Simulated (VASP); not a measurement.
A run of VASP 6.6.1:

INCAR

```
SYSTEM = CdIn2O2
PREC = Accurate
ENCUT = 600
EDIFF = 1E-6
ISMEAR = 0
SIGMA = 0.15
LREAL = .False.
LASPH = .True.
NELM = 100
ALGO = Normal
ISIF = 3
LWAVE = .False.
LCHARG = .False.
GGA = PE
IBRION = 2
NSW = 36
EDIFFG = -0.08
```

Contents of KPOINTS:

```
regular mesh
0
Gamma
  3 3 3
  0 0 0
```

Contents of POSCAR:

```
CdIn2O2
1.0
   -3.1000000000      4.6000000000      3.1000000000
    3.1000000000     -4.6000000000      3.1000000000
    3.1000000000      4.6000000000     -3.1000000000
Cd In O
2 4 4
Direct
    0.2500000000      0.2500000000      0.0000000000
    0.7500000000      0.7500000000      0.0000000000
    0.1520000000      0.4650000000      0.6170000000
    0.3480000000      0.9650000000      0.3130000000
    0.6520000000      0.0350000000      0.6870000000
    0.8480000000      0.5350000000      0.3830000000
    0.1200000000      0.8200000000      0.9400000000
    0.6200000000      0.6800000000      0.3000000000
    0.3800000000      0.3200000000      0.7000000000
    0.8800000000      0.1800000000      0.0600000000
```

Potentials or basis: VASP PAW PBE potentials, release 64 (Cd, In_d, O).

Run with:

```console
$ cat potpaw_PBE.64/Cd/POTCAR potpaw_PBE.64/In_d/POTCAR potpaw_PBE.64/O/POTCAR > POTCAR
$ mpirun -np 1 vasp_std > vasp.out
```

Hardware: 1 thread of Intel(R) Xeon(R) Platinum 8488C (Sapphire Rapids) (shared host).

Question: Estimate the wall time of this run.

Answer: It took 37 min on 1 thread of Intel(R) Xeon(R) Platinum 8488C (Sapphire Rapids), with other jobs on the host, peak memory 0.47 GiB. Counts: scf iterations 179, k points 8, ion steps 18.
